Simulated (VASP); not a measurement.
Input of a VASP 6.6.1 run:

INCAR

```
SYSTEM = Pt
PREC = Accurate
ENCUT = 500
EDIFF = 1E-6
ISMEAR = -1
SIGMA = 0.05
LREAL = .False.
LASPH = .True.
NELM = 120
ALGO = Normal
ISIF = 2
LWAVE = .False.
LCHARG = .False.
GGA = PE
NBANDS = 11
GGA_COMPAT = .False.
```

KPOINTS

```
Automatic mesh
0
Gamma
  12 12 12
  0 0 0
```

File POSCAR:

```
Pt
1.0
   -1.6050673907      1.6050673907      1.6050673907
    1.6050673907     -1.6050673907      1.6050673907
    1.6050673907      1.6050673907     -1.6050673907
Pt
1
Direct
    0.0000000000      0.0000000000      0.0000000000
```

Potentials or basis: VASP PAW PBE potentials, release 64 (Pt).

Run with:

```console
$ cat potpaw_PBE.64/Pt/POTCAR > POTCAR
$ mpirun -np 1 vasp_std > vasp.out
```

(1) What does it give for the band gap on the k mesh?

(2) Predict the pressure.

## Answers

(1) zero (band 5 reaches 10.32 eV, above the bottom of band 6 at 8.34 eV).

(2) -9.9 GPa.

Caveat: spin-orbit coupling is left out, which moves the levels of the heavy elements.
